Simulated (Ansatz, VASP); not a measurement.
**MnS3 in VASP and in Ansatz**

```xyz
4
Lattice="4.2065 0.0000 0.0000 0.0000 4.2065 0.0000 0.0000 0.0000 4.2065" Properties=species:S:1:pos:R:3 pbc="T T T"
Mn    0.0000    0.0000    0.0000
S     0.0000    2.1033    2.1033
S     2.1033    0.0000    2.1033
S     2.1033    2.1033    0.0000
```

Alike in both runs: task single point; functional PBE; k mesh 4 × 4 × 4; occupations gaussian, width 0.1 eV; collinear spin.

|  | VASP | Ansatz |
| --- | --- | --- |
| version | VASP 6.6.1 | Ansatz 0.2.0 |
| potentials or method | VASP PAW PBE potentials, release 64 (Mn_pv, S), cutoff 520 eV | scalar-relativistic, plane waves, PAW |
| valence electrons in the cell | 31 | 33 |

Ansatz gave:

| Quantity | Value |
| --- | --- |
| gap on the k mesh at the Fermi level (eV) | none |
| pressure (GPa) | -6.3 |
| net moment per atom (μB) | 1.06 |
| size of the moment on the site where the two differ most (μB) | 4.42 |

Task: What did VASP give for the same quantities?

Result: gap on the k mesh at the Fermi level (eV): none; pressure (GPa): -6.4; net moment per atom (μB): 1.06; size of the moment on the site where the two differ most (μB): 4.31.

Site moments also hang on the region over which each program counts them. A gap of «none» marks a metal or a gap that the smearing closes. VASP's potentials hold 31 valence electrons a cell and Ansatz's 33, so a difference there can come from the potentials and not from the codes.

The k mesh is coarse, so the values compare programs but aren't converged.
